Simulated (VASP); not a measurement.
Crystal: Y2Zr.

```
Y Zr
1.0
     0.00000    3.24286    3.24286
     3.24286    0.00000    3.24286
     3.24286    3.24286    0.00000
Y Zr
2 1
Cartesian
  1.6214 1.6214 1.6214
  4.8643 4.8643 4.8643
  0.0000 0.0000 0.0000
```

* Program: VASP 6.6.1
* Task: relaxation of cell and atoms
* Functional: PBE
* Potentials or basis: VASP PAW PBE potentials, release 64 (Y_sv, Zr_sv)
* Cutoff: 600 eV
* k mesh: 4 × 4 × 4
* Occupations: gaussian, width 0.1 eV
* Spin: no spin polarisation

At the start: pressure 25.7 GPa; volume 22.74 Å³/atom.

Problem. How do energy, volume and symmetry change on relaxing?

Solution. Over 3 steps the energy falls by 723.2 meV/atom and the volume is 34.02 Å³/atom (+49.7 %); space group Fm-3m (No. 225, to 0.1 Å) before and after.

Step by step:
```csv
step,energy change (eV),largest force (eV/Å),pressure (GPa),volume (Å³)
1,0.0000,0.0000,25.66,68.21
2,-2.0980,0.0000,-2.56,110.82
3,-2.1697,0.0000,0.05,102.07
```

Final structure:
```xyz
3
Lattice="0.0000 3.7093 3.7093 3.7093 0.0000 3.7093 3.7093 3.7093 0.0000" Properties=species:S:1:pos:R:3 pbc="T T T"
Y     1.8546    1.8546    1.8546
Y     5.5639    5.5639    5.5639
Zr    0.0000    0.0000    0.0000
```

Caveat: the k points lie up to 0.37 Å⁻¹ apart in the final cell; the volume moved by over 15 % at a fixed basis, so the end points are rough.
